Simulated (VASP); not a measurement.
# Ti (Cmcm) in VASP: a series of runs

The runs below take Ti through single point, with r2SCAN.

Everything below comes from runs of VASP 6.6.1. Logs are shortened: lines on timing, memory, paths and dates and some standing lists are left out, and cuts for length are marked.

## (1) The cell of the first run

It takes space group Cmcm (No. 63, orthorhombic). The conventional cell has a = 2.612 Å, b = 5.084 Å, c = 4.314 Å, α = 90.00°, β = 90.00°, γ = 90.00°. Within 3.4 Å of Ti (site symmetry m2m) lie 12 Ti at 2.61 to 2.86 Å.

## (2) Single point, r2SCAN (normal strain along x -0.1100, normal strain along z -0.0700)

POSCAR reads:

```
Ti
1.0
    2.6122282847      0.0000000000      0.0000000000
   -1.3061141424      2.5418607360      0.0000000000
    0.0000000000      0.0000000000      4.3137292730
Ti
2
Direct
    0.3333333333      0.6666666667      0.2500000000
    0.6666666667      0.3333333333      0.7500000000
```

INCAR.step1 reads:

```
ALGO = Normal
EDIFF = 1E-4
ENCUT = 520
GGA = PE
ISMEAR = 1
LASPH = T
LCHARG = F
LREAL = F
LWAVE = T
NBANDS = 19
NELM = 100
PREC = Accurate
SIGMA = 0.05
```

INCAR.step2 reads:

```
ALGO = Normal
EDIFF = 1E-6
ENCUT = 520
ISIF = 2
ISMEAR = 1
ISTART = 1
LASPH = T
LCHARG = T
LELF = T
LMIXTAU = T
LREAL = F
LVHAR = T
LWAVE = F
METAGGA = R2SCAN
NBANDS = 19
NELM = 100
PREC = Accurate
SIGMA = 0.05
```

KPOINTS reads:

```
k-points
0
Gamma
  18 18 10
```

Potentials or basis: VASP PAW PBE potentials, release 64 (Ti_sv).

Started as:

```
$ cat potpaw_PBE.64/Ti_sv/POTCAR > POTCAR
$ cp INCAR.step1 INCAR
$ mpirun -np 1 vasp_std > vasp.out
$ cp INCAR.step2 INCAR
$ mpirun -np 1 vasp_std > vasp.out
```

OUTCAR:

```text
EDIFF = 1E-6
   ENCUT = 520
   ISIF = 2
   ISMEAR = 1
   ISTART = 1
   LASPH = T
   LREAL = F
   METAGGA = R2SCAN
   NELM = 100
   PREC = Accurate

 ion  position               nearest neighbor table
   1  0.333  0.667  0.250-   2 2.66   2 2.66   2 2.66   2 2.66   2 2.74   2 2.74
   2  0.667  0.333  0.750-   1 2.66   1 2.66   1 2.66   1 2.66   1 2.74   1 2.74

  LATTYP: Found a base centered orthorhombic cell.
 ALAT       =     2.6122282847
 B/A-ratio  =     1.9461245029
 C/A-ratio  =     1.6513599896

  Lattice vectors:

 A1 = (   1.3061141424,  -2.5418607360,   0.0000000000)
 A2 = (   1.3061141423,   2.5418607360,   0.0000000000)
 A3 = (   0.0000000000,   0.0000000000,   4.3137292730)

Analysis of symmetry for initial positions (statically):
=====================================================================
 Subroutine PRICEL returns:
 Original cell was already a primitive cell.

 Routine SETGRP: Setting up the symmetry group for a
 base centered orthorhombic supercell.

 Subroutine GETGRP returns: Found  8 space group operations
 (whereof  4 operations were pure point group operations)
 out of a pool of  8 trial point group operations.

The static configuration has the point symmetry C_2h.
 The point group associated with its full space group is D_2h.

Analysis of symmetry for dynamics (positions and initial velocities):
=====================================================================
 Subroutine PRICEL returns:
 Original cell was already a primitive cell.

 Routine SETGRP: Setting up the symmetry group for a
 base centered orthorhombic supercell.

 Subroutine GETGRP returns: Found  8 space group operations
 (whereof  4 operations were pure point group operations)
 out of a pool of  8 trial point group operations.

The dynamic configuration has the point symmetry C_2h.
 The point group associated with its full space group is D_2h.

 Subroutine INISYM returns: Found  8 space group operations
 (whereof  4 operations are pure point group operations),
 and found     1 'primitive' translations

----------------------------------------------------------------------------------------

                                     Primitive cell

  volume of cell :      28.6428

  direct lattice vectors                    reciprocal lattice vectors
     2.612228285  0.000000000  0.000000000     0.382814935  0.196706292  0.000000000
[... 76 lines left out ...]
 SYSTEM =  unknown system
   PREC   = accura    normal or accurate (medium, high low for compatibility)
   ISTART =      1    job   : 0-new  1-cont  2-samecut
   ICHARG =      0    charge: 1-file 2-atom 10-const
   ISPIN  =      1    spin polarized calculation?
   LNONCOLLINEAR =      F non collinear calculations
   LSORBIT =      F    spin-orbit coupling
   LASPH  =      T    aspherical Exc in radial PAW
   ENCUT  =  520.0 eV  38.22 Ry    6.18 a.u.   4.86  5.31  8.02*2*pi/ulx,y,z
   NELM   =    100;   NELMIN=  2; NELMDL=  0     # of ELM steps
   EDIFF  = 0.1E-05   stopping-criterion for ELM
   LREAL  =      F    real-space projection
   EDIFFG = 0.1E-04   stopping-criterion for IOM
   NSW    =      0    number of steps for IOM
   IBRION =     -1    ionic relax: 0-MD 1-quasi-New 2-CG
   NFREE  =      0    steps in history (QN), initial steepest desc. (CG)
   ISIF   =      2    stress and relaxation
   ISYM   =      2    0-nonsym 1-usesym 2-fastsym
   POTIM  = 0.5000    time-step for ionic-motion
   TEBEG  =    0.0;   TEEND  =   0.0 temperature during run
   PSTRESS=    0.0 pullay stress
   NELECT =      24.0000    total number of electrons
   NUPDOWN=      -1.0000    fix difference up-down
   EMIN   =  10.00;   EMAX   =-10.00  energy-range for DOS
   EFERMI =   0.00;   METHOD = LEGACY
   ISMEAR =     1;   SIGMA  =   0.05  broadening in eV -4-tet -1-fermi 0-gaus
   EFERMI_NEDOS =   21; number of points for ismear=-14 and -15
   IALGO  =     38    algorithm
   IMIX   =      4    mixing-type and parameters
     AMIX     =   0.40;   BMIX     =  1.00
     AMIX_MAG =   1.60;   BMIX_MAG =  1.00
  volume/ion in A,a.u.               =      14.32        96.65
  Fermi-wavevector in a.u.,A,eV,Ry     =   1.543382  2.916568 32.409442  2.382027
  Thomas-Fermi vector in A             =   2.649052
   LORBIT       =      0    0 simple, 1 ext, 2 COOP (PROOUT), +10 PAW based schemes
   METAGGA = R2SCAN    functional components
   LHFCALC =     F    Hartree Fock is set to
   AEXX    =    0.0000 exact exchange contribution
   IVDW    =     0    specifies the selected vdW correction
   LEPSILON=     F    determine dielectric tensor
   LRPA    =     F    only Hartree local field effects (RPA)
 non-spin polarized calculation
 Methfessel and Paxton  Order N= 1 SIGMA  =   0.05
  energy-cutoff  :      520.00
  volume of cell :       28.64
 maximum number of plane-waves:       789
   NGX =  9   NGY = 11   NGZ = 17

 number of electron      24.0000004 magnetization

 Free energy of the ion-electron system (eV)
  ---------------------------------------------------
  ext. energy  EPLUGINS =         0.00000000
  ---------------------------------------------------
  free energy    TOTEN  =       -25.27239306 eV

  energy without entropy =      -25.27239106  energy(sigma->0) =      -25.27239240

 E-fermi :  10.5655     XC(G=0): -13.4178

 val. band max:       10.5618441475   @ k =   0.1667   0.0000   0.4000
 cond. band min:      10.5693129547   @ k =   0.0556   0.0000   0.4000
 fundamental gap:      0.0074688072
 Fermi energy:        10.5655445135

 k-point     1 :       0.0000    0.0000    0.0000
  band No.  band energies     occupation
      1     -48.3024      2.00000
      2     -47.9783      2.00000
      3     -24.1796      2.00000
      4     -23.0537      2.00000
      5     -22.8656      2.00000
      6     -22.8594      2.00000
[... 505 lines left out ...]
      6     -23.1104      2.00000
[... 11 lines left out ...]
     18      13.6609      0.00000
     19      15.1739      0.00000

 [... further k-points ...]
[... 5 lines left out ...]
  --------------------------------------------------------------------------------------
  -------------------------------------------------------------------------------------
  Total        7.1559744      3.8254150      5.4677656     -0.0000000      0.0000000      0.0000000
  in kB      400.2797293    213.9800930    305.8473362     -0.0000000      0.0000000      0.0000000
  external PRESSURE =     306.7023862 kB  Pullay stress =       0.0000000 kB

 VOLUME and BASIS-vectors are now :
 -----------------------------------------------------------------------------
  energy-cutoff  :      520.00
  volume of cell :       28.64
      direct lattice vectors                 reciprocal lattice vectors
     2.612228285  0.000000000  0.000000000     0.382814935  0.196706292  0.000000000
    -1.306114142  2.541860736  0.000000000     0.000000000  0.393412584  0.000000000
     0.000000000  0.000000000  4.313729273     0.000000000  0.000000000  0.231817979

 POSITION                                       TOTAL-FORCE (eV/Angst)
 -----------------------------------------------------------------------------------
     -0.00000      1.69457      1.07843        -0.000000      0.330501     -0.000000
      1.30611      0.84729      3.23530         0.000000     -0.330501      0.000000
 -----------------------------------------------------------------------------------
    total drift:                               -0.000000      0.000000     -0.000000

  FREE ENERGIE OF THE ION-ELECTRON SYSTEM (eV)
  ---------------------------------------------------
  free  energy   TOTEN  =       -25.2723930622 eV

  energy  without entropy=      -25.2723910643  energy(sigma->0) =      -25.27239240
```

Wall time 10 min (1 thread of Intel Xeon Platinum 8488C (Sapphire Rapids), shared host); peak memory 0.34 GiB.

What came out:

| Property | Result |
| --- | --- |
| Free energy | -25.2724 eV |
| Pressure | 30.7 GPa |
| Largest force | 0.331 eV/Å |
| Band gap on the k mesh | zero (bands 12 and 13 overlap by 1.29 eV) |

Forces on the atoms (eV/Å):
```
Ti   0.000  0.331  0.000
Ti   0.000 -0.331  0.000
```

Caveat: the cell differs from its parent crystal (normal strain along x -0.1100, normal strain along z -0.0700); the stress differs along the axes, from 21 to 40 GPa; the PAW data sets were made with another functional, which shifts forces and pressure a little.

## (3) Single point, r2SCAN (normal strain along x -0.1100, normal strain along z -0.0350)

POSCAR: that of step 2 with these lines changed.

```diff
@@ -4,3 +4,3 @@
    -1.3061141424      2.5418607360      0.0000000000
-    0.0000000000      0.0000000000      4.3137292730
+    0.0000000000      0.0000000000      4.4760739230
 Ti
```

INCAR.step1 reads:

```
SYSTEM = Ti
PREC = Accurate ; ENCUT = 520
ISMEAR = 1 ; SIGMA = 0.05
LREAL = .False. ; LASPH = .True.
NELM = 60 ; NBANDS = 19
GGA = PE ; ALGO = Normal
EDIFF = 1E-4 ; LWAVE = .True.
LCHARG = .False.
```

INCAR.step2 reads:

```
SYSTEM = Ti
PREC = Accurate ; ENCUT = 520
EDIFF = 1E-6 ; ISMEAR = 1
SIGMA = 0.05 ; LREAL = .False.
LASPH = .True. ; NELM = 60
ALGO = Normal ; ISIF = 2
LWAVE = .False. ; LCHARG = .False.
METAGGA = R2SCAN ; LMIXTAU = .True.
NBANDS = 19 ; ISTART = 1
```

KPOINTS reads:

```
regular mesh
0
Gamma
  18 18 10
  0 0 0
```

Potentials or basis: VASP PAW PBE potentials, release 64 (Ti_sv).

Started as:

```
$ cat potpaw_PBE.64/Ti_sv/POTCAR > POTCAR
$ cp INCAR.step1 INCAR
$ mpirun -np 1 vasp_std > vasp.out
$ cp INCAR.step2 INCAR
$ mpirun -np 1 vasp_std > vasp.out
```

Run time: 12 min. Hardware: 1 thread of Intel Xeon Platinum 8488C (Sapphire Rapids), shared host; peak memory 0.35 GiB.

The run converged. Its results:

| Quantity | Value |
| --- | --- |
| Free energy | -25.4457 eV |
| Pressure | 23.5 GPa |
| Largest force | 0.302 eV/Å |
| Band gap on the k mesh | zero (bands 12 and 13 overlap by 1.13 eV) |

Forces on the atoms (eV/Å):
```
Ti   0.000  0.302  0.000
Ti   0.000 -0.302  0.000
```

Stress tensor (GPa, compression positive):
```
34.82  0.00  0.00
 0.00 14.99  0.00
 0.00  0.00 20.55
```

Levels at points of the mesh, in eV from the Fermi level:
```
           k point  band 10  band 11  band 12  band 13  band 14  band 15
(0.00, 0.00, 0.00)    -3.20     0.15     0.80     0.95     1.07     1.99
(0.50, 0.00, 0.00)    -2.59    -2.42    -0.07     0.21     1.14     1.81
(0.00, 0.50, 0.00)    -2.59    -2.38    -1.08     0.66     0.90     1.55
(0.00, 0.00, 0.50)    -4.73    -0.02    -0.02     0.18     0.18     1.81
(0.50, 0.00, 0.50)    -3.08    -1.05    -1.05     2.13     2.13     2.21
(0.00, 0.50, 0.50)    -3.12    -1.17    -1.17     1.24     1.24     2.90
```

Caveat: the cell differs from its parent crystal (normal strain along x -0.1100, normal strain along z -0.0350); the stress differs along the axes, from 15 to 35 GPa; the PAW data sets were made with another functional, which shifts forces and pressure a little.
